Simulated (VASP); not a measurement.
Set up this calculation in VASP 6.6.1, as the native input.

```yaml
Task: relaxation of cell and atoms
Functional: PBE
Potentials_or_basis: VASP PAW PBE potentials, release 64 (Be)
Cutoff: 600 eV
k_mesh: 26 × 26 × 26
Occupations: fermi-dirac, width 0.1 eV
Spin: no spin polarisation
Target_pressure: 270 GPa
Dipole_correction: no
Further_INCAR_settings: ALGO = Normal; EDIFF = 1e-06; IBRION = 2; EDIFFG = -0.005; NSW = 60; ISIF = 3
```

The structure of Be lies in POSCAR:

```
Be
1.0
    0.0000000000      1.2518510395      1.2518510395
    1.2518510395      0.0000000000      1.2518510395
    1.2518510395      1.2518510395      0.0000000000
Be
1
Direct
    0.0000000000      0.0000000000      0.0000000000
```

These files were run (other wordings do the same):

INCAR

```
SYSTEM = Be
PREC = Accurate
ENCUT = 600
EDIFF = 1E-6
ISMEAR = -1
SIGMA = 0.1
LREAL = .FALSE.
LASPH = .TRUE.
NELM = 80
ALGO = Normal
ISIF = 3
LWAVE = .FALSE.
LCHARG = .FALSE.
GGA = PE
IBRION = 2
NSW = 60
EDIFFG = -0.005
PSTRESS = 2700.0
```

KPOINTS

```
regular mesh
0
G
  26 26 26
  0 0 0
```

Potentials or basis: VASP PAW PBE potentials, release 64 (Be).

Launch:

```console
$ cat potpaw_PBE.64/Be/POTCAR > POTCAR
$ mpirun -np 1 vasp_std > vasp.out
```

Results of the run:

The relaxed volume is 3.93 Å³/atom. The relaxed cell is a = 1.771 Å, b = 1.771 Å, c = 1.771 Å, α = 60.00°, β = 60.00°, γ = 60.00°. The space group after relaxing (to 0.05 Å) is Fm-3m (No. 225). The energy change on relaxing (the enthalpy is what falls) is -7.1 meV/atom, the ionic steps are 3 and the pressure after relaxing is 270.0 GPa. The band gap on the k mesh is zero (band 1 reaches 15.75 eV, above the bottom of band 2 at 14.51 eV).

Caveat: the cell is relaxed towards a set pressure, so the enthalpy falls and the energy may rise.

It took 3.8 s on 1 thread of Intel(R) Xeon(R) 6975P-C (Granite Rapids), on a shared host, peak memory 0.11 GiB.
